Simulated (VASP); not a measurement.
Wanted: the native input for a VASP 6.6.1 run.

| Property | Result |
| --- | --- |
| Task | single point |
| Functional | LDA |
| Potentials or basis | VASP PAW LDA potentials, release 64 (Ir) |
| Cutoff | 520 eV |
| k mesh | 6 × 6 × 3, shifted |
| Occupations | gaussian, width 0.1 eV |
| Spin | no spin polarisation |
| Dipole correction | no |
| Further INCAR settings | ALGO = Normal; EDIFF = 1e-07; NBANDS = 16; ISYM = 0 |

The structure of Ir lies in POSCAR:

```
Ir
1.0
    2.7513800000      0.0000000000      0.0000000000
   -1.3756900000      2.3827600000      0.0000000000
    0.0000000000      0.0000000000      4.4622900000
Ir
2
Direct
    0.6666666667      0.3333333333      0.7500000000
    0.3333333333      0.6666666667      0.2500000000
```

The input as run:

INCAR

```
SYSTEM = Ir
  ALGO = Normal
  EDIFF = 1E-7
  ENCUT = 520
  ISIF = 2
  ISMEAR = 0
  ISYM = 0
  LASPH = .True.
  LCHARG = .True.
  LELF = .True.
  LREAL = .False.
  LVHAR = .True.
  LWAVE = .False.
  NBANDS = 16
  NELM = 80
  PREC = Accurate
  SIGMA = 0.1
```

KPOINTS

```
Automatic mesh
0
Gamma
  6 6 3
  0.5 0.5 0
```

Potentials or basis: VASP PAW LDA potentials, release 64 (Ir).

Run with:

```sh
$ cat potpaw_LDA.64/Ir/POTCAR > POTCAR
$ mpirun -np 1 vasp_std > vasp.out
```

Results of the run:

The pressure is -17.0 GPa and the band gap on the k mesh is zero (band 9 reaches 10.47 eV, above the bottom of band 10 at 7.73 eV).

Caveat: the k points lie up to 0.47 Å⁻¹ apart; spin-orbit coupling is left out, which moves the levels of the heavy elements.

It took 27 s on 1 thread of Intel(R) Xeon(R) Platinum 8559C (Emerald Rapids), with other jobs on the host, peak memory 0.17 GiB.
